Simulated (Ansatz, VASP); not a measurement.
# Two plane-wave programs on VN

```
V N
1.0
     0.00000    2.02629    2.02629
     2.02629    0.00000    2.02629
     2.02629    2.02629    0.00000
V N
1 1
Direct
  0.00000 0.00000 0.00000
  0.50000 0.50000 0.50000
```

Alike in both runs: task single point; functional PBE; dispersion D4; k mesh 10 × 10 × 10; occupations gaussian, width 0.05 eV; collinear spin.

|  | VASP | Ansatz |
| --- | --- | --- |
| version | VASP 6.6.1 | Ansatz 0.2.0 |
| potentials or method | VASP PAW PBE potentials, release 64 (V_sv, N), cutoff 600 eV | scalar-relativistic, plane waves, PAW |
| valence electrons in the cell | 18 | 18 |

```tsv
	VASP	Ansatz	Ansatz less VASP
gap on the k mesh at the Fermi level (eV)	none	none	-
pressure (GPa)	7.8	7.0	-0.81
net moment per atom (μB)	0.00	0.00	-0.001
```

A gap of «none» marks a metal or a gap that the smearing closes. Ansatz's warnings: seeded moment not kept.
